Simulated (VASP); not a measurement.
Cr:

```
Cr
1.0
     0.00000    1.81064    1.81064
     1.81064    0.00000    1.81064
     1.81064    1.81064    0.00000
Cr
1
Direct
  0.00000 0.00000 0.00000
```

Base run:

| Item | Value |
| --- | --- |
| Program | VASP 6.6.1 |
| Functional | PBE |
| Potentials or basis | VASP PAW PBE potentials, release 64 (Cr_pv) |
| Cutoff | 500 eV |
| k mesh | 20 × 20 × 20 |
| Occupations | gaussian, width 0.05 eV |
| Spin | collinear spin, ferromagnetic start |
| Starting moments | [0.05] μB |

Its results: band gap on the k mesh zero (filled and empty bands overlap); pressure -1.4 GPa; net moment 0.00 μB per cell.

Q: The run is repeated on the same cell with these changes: cutoff from 500 eV to 520 eV; further incar settings from ALGO = Normal; EDIFF = 1e-06; NBANDS = 16 to ALGO = Normal; EDIFF = 1e-07; NBANDS = 16. What comes out?

A: Band gap on the k mesh zero (filled and empty bands overlap); pressure -0.5 GPa; net moment 0.00 μB per cell.
